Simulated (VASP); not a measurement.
Crystal: BiS.

```
Bi S
1.0
     4.00294    0.00000    0.00000
     0.00000    4.00294    0.00000
     0.00000    0.00000    4.00294
Bi S
1 1
Cartesian
  2.0015 2.0015 2.0015
  0.0000 0.0000 0.0000
```

| Property | Result |
| --- | --- |
| Program | VASP 6.6.1 |
| Task | relaxation of cell and atoms |
| Functional | BLYP |
| Dispersion | D3(BJ) |
| Potentials or basis | VASP PAW PBE potentials, release 64 (Bi_d, S) |
| Cutoff | 600 eV |
| k mesh | 7 × 7 × 7 |
| Occupations | fermi-dirac, width 0.05 eV |
| Spin | no spin polarisation |

At the start: pressure -10.4 GPa; volume 32.07 Å³/atom.

**Question.** How do energy, volume and symmetry change on relaxing?

**Answer.** Over 6 steps the energy falls by 452.1 meV/atom and the volume is 22.89 Å³/atom (-28.6 %); space group Pm-3m (No. 221, to 0.05 Å).

Step by step:
```tsv
step	energy change (eV)	largest force (eV/Å)	pressure (GPa)	volume (Å³)
1	0.0000	0.0000	-10.45	64.14
2	-0.9008	0.0000	-1.27	46.62
3	-0.9041	0.0000	-0.21	45.91
4	-0.9040	0.0000	0.31	45.59
5	-0.9041	0.0000	-0.16	45.88
6	-0.9042	0.0000	0.00	45.78
```

Final structure:
```
CELL_PARAMETERS angstrom
3.57737 0.00000 0.00000
0.00000 3.57737 0.00000
0.00000 0.00000 3.57737
ATOMIC_POSITIONS crystal
Bi 0.50000 0.50000 0.50000
S 0.00000 0.00000 0.00000
```

Caveat: the volume moved by over 15 % at a fixed basis, so the end points are rough; the PAW data sets were made with another functional, which shifts forces and pressure a little; pairwise dispersion overbinds metals, which lowers pressure and volume.
